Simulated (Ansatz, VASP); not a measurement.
# Zr in VASP and in Ansatz

```
Zr
1.0
     3.23188    0.00000    0.00000
    -1.61594    2.79889    0.00000
     0.00000    0.00000    5.17410
Zr
2
Direct
  0.33333 0.66667 0.25000
  0.66667 0.33333 0.75000
```

Alike in both runs: task single point; functional PBE; k mesh 11 × 11 × 6; occupations fermi-dirac, width 0.3 eV; no spin polarisation.

```csv
,VASP,Ansatz
version,VASP 6.6.1,Ansatz 0.2.0
potentials or method,"VASP PAW PBE potentials, release 64 (Zr_sv), cutoff 520 eV","plane waves (420 eV) with PAW, scalar-relativistic"
valence electrons in the cell,24,24
```

Ansatz gave:

- pressure (GPa): 1.2
- traceless stress, the component that is largest in VASP (GPa): 0.94

What did VASP give for the same quantities?

Pressure (GPa): 1.3; traceless stress, the component that is largest in VASP (GPa): 0.94.
